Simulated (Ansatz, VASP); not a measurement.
HC10: VASP beside Ansatz

Contents of INCAR:

```
SYSTEM = HC10
PREC = Accurate ; ENCUT = 520
EDIFF = 1E-6 ; ISMEAR = 0
SIGMA = 0.1 ; LREAL = Auto
LASPH = .True. ; NELM = 60
ALGO = Normal ; ISIF = 2
LWAVE = .False. ; LCHARG = .True.
LDIPOL = .True. ; IDIPOL = 3
DIPOL = 0.5 0.5 0.294 ; GGA = PE
LELF = .True. ; LVHAR = .True.
LVACPOTAV = .True. ; NBANDS = 58
```

File KPOINTS:

```
regular mesh
0
Gamma
  4 3 1
  0 0 0
```

POSCAR

```
HC10
1.0
    8.5436715410      0.0000000000      0.0000000000
   -2.1359178852      8.6110540228      0.0000000000
    0.0000000000      0.0000000000     22.7788015587
C H
20 2
Direct
    0.0782061927      0.9794914374      0.1756018634
    0.5782061927      0.9794914374      0.1756018634
    0.4115395260      0.9794914374      0.1756018634
    0.9115395260      0.9794914374      0.1756018634
    0.3230790520      0.9589828748      0.2291807119
    0.8230790520      0.9589828748      0.2291807119
    0.1564123854      0.9589828748      0.2291807119
    0.6564123854      0.9589828748      0.2291807119
    0.0669021191      0.9383827998      0.2826780623
    0.5669021191      0.9383827998      0.2826780623
    0.4022889535      0.9383826011      0.2826780666
    0.9022889535      0.9383826011      0.2826780666
    0.3111130358      0.9176686260      0.3364248459
    0.8111130358      0.9176686260      0.3364248459
    0.1477209834      0.9176686383      0.3364247639
    0.6477209834      0.9176686383      0.3364247639
    0.0473696299      0.8987954532      0.3853929922
    0.5473696299      0.8987954532      0.3853929922
    0.4020260968      0.8987947219      0.3853934781
    0.9020260968      0.8987947219      0.3853934781
    0.2146917898      0.2321282990      0.4191963509
    0.3529227592      0.2321282990      0.4191963509
```

Input for Ansatz:

```yaml
crystal:
  lattice:
    - [8.543671541, 0.0, 0.0]
    - [-2.1359178852, 8.6110540228, 0.0]
    - [0.0, 0.0, 22.7788015587]
  atoms:
    - { symbol: C, position: [0.0782061927, 0.9794914374, 0.1756018634] }
    - { symbol: C, position: [0.5782061927, 0.9794914374, 0.1756018634] }
    - { symbol: C, position: [0.411539526, 0.9794914374, 0.1756018634] }
    - { symbol: C, position: [0.911539526, 0.9794914374, 0.1756018634] }
    - { symbol: C, position: [0.323079052, 0.9589828748, 0.2291807119] }
    - { symbol: C, position: [0.823079052, 0.9589828748, 0.2291807119] }
    - { symbol: C, position: [0.1564123854, 0.9589828748, 0.2291807119] }
    - { symbol: C, position: [0.6564123854, 0.9589828748, 0.2291807119] }
    - { symbol: C, position: [0.0669021191, 0.9383827998, 0.2826780623] }
    - { symbol: C, position: [0.5669021191, 0.9383827998, 0.2826780623] }
    - { symbol: C, position: [0.4022889535, 0.9383826011, 0.2826780666] }
    - { symbol: C, position: [0.9022889535, 0.9383826011, 0.2826780666] }
    - { symbol: C, position: [0.3111130358, 0.917668626, 0.3364248459] }
    - { symbol: C, position: [0.8111130358, 0.917668626, 0.3364248459] }
    - { symbol: C, position: [0.1477209834, 0.9176686383, 0.3364247639] }
    - { symbol: C, position: [0.6477209834, 0.9176686383, 0.3364247639] }
    - { symbol: C, position: [0.0473696299, 0.8987954532, 0.3853929922] }
    - { symbol: C, position: [0.5473696299, 0.8987954532, 0.3853929922] }
    - { symbol: C, position: [0.4020260968, 0.8987947219, 0.3853934781] }
    - { symbol: C, position: [0.9020260968, 0.8987947219, 0.3853934781] }
    - { symbol: H, position: [0.2146917898, 0.232128299, 0.4191963509] }
    - { symbol: H, position: [0.3529227592, 0.232128299, 0.4191963509] }
basis:
  ecutwfc: 420
kpoints:
  mp_grid: { grid: [4, 3, 1] }
hamiltonian:
  xc: pbe
  pseudopotentials: { kind: paw, azcp: { folder: soft_1 } }
scf:
  occupations: { method: gaussian, width: 0.1 }
output:
  forces: true
  eigenvalues: true
efield:
  axis: 3
  dipole_correction: true
  ramp_width: 0.04
```

Alike in both runs: task single point; functional PBE; k mesh 4 × 3 × 1; occupations gaussian, width 0.1 eV; no spin polarisation.

|  | VASP | Ansatz |
| --- | --- | --- |
| version | VASP 6.6.1 | Ansatz 0.2.0 |
| potentials or method | VASP PAW PBE potentials, release 64 (C, H), cutoff 520 eV | scalar-relativistic, plane waves, PAW |
| valence electrons in the cell | 82 | 82 |

|  | VASP | Ansatz | Ansatz less VASP |
| --- | --- | --- | --- |
| gap on the k mesh at the Fermi level (eV) | 0.26 | 0.26 | +0.001 |
| least direct gap on the mesh (eV) | 0.37 | 0.36 | -0.007 |
| rms of the force components (eV/Å) | 1.910 | 1.916 | +0.0066 |

Atom by atom the forces differ by 0.024 eV/Å (rms over components).
